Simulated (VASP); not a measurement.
The system is C.

```
C
1.0
     0.00000    1.78337    1.78337
     1.78337    0.00000    1.78337
     1.78337    1.78337    0.00000
C
2
Direct
  0.75000 0.75000 0.75000
  0.50000 0.50000 0.50000
```

| Property | Result |
| --- | --- |
| Program | VASP 6.6.1 |
| Task | relaxation of cell and atoms |
| Functional | RPBE |
| Dispersion | D3(BJ) |
| Potentials or basis | VASP PAW PBE potentials, release 64 (C) |
| Cutoff | 600 eV |
| k mesh | 13 × 13 × 13 |
| Occupations | fermi-dirac, width 0.05 eV |
| Spin | no spin polarisation |

At the start: pressure -10.9 GPa; volume 5.67 Å³/atom.

**Question.** Where does the relaxation end?

**Answer.** Over 3 steps the energy falls by 4.9 meV/atom and the volume is 5.53 Å³/atom (-2.5 %); space group Fd-3m (No. 227, to 0.05 Å).

Step by step:
```
step  energy change (eV)  largest force (eV/Å)  pressure (GPa)  volume (Å³)
   1              0.0000                0.0000          -10.89        11.34
   2              0.0056                0.0000           14.92        10.72
   3             -0.0098                0.0000           -0.06        11.06
```

Final structure:
```xyz
2
Lattice="0.0000 1.7685 1.7685 1.7685 0.0000 1.7685 1.7685 1.7685 0.0000" Properties=species:S:1:pos:R:3 pbc="T T T"
C     2.6528    2.6528    2.6528
C     1.7685    1.7685    1.7685
```

The cell as given is a measured one (5.67 Å³/atom); RPBE+D3(BJ) puts the equilibrium volume -2.5 % from it, thermal expansion not counted.

Caveat: the PAW data sets were made with another functional, which shifts forces and pressure a little.
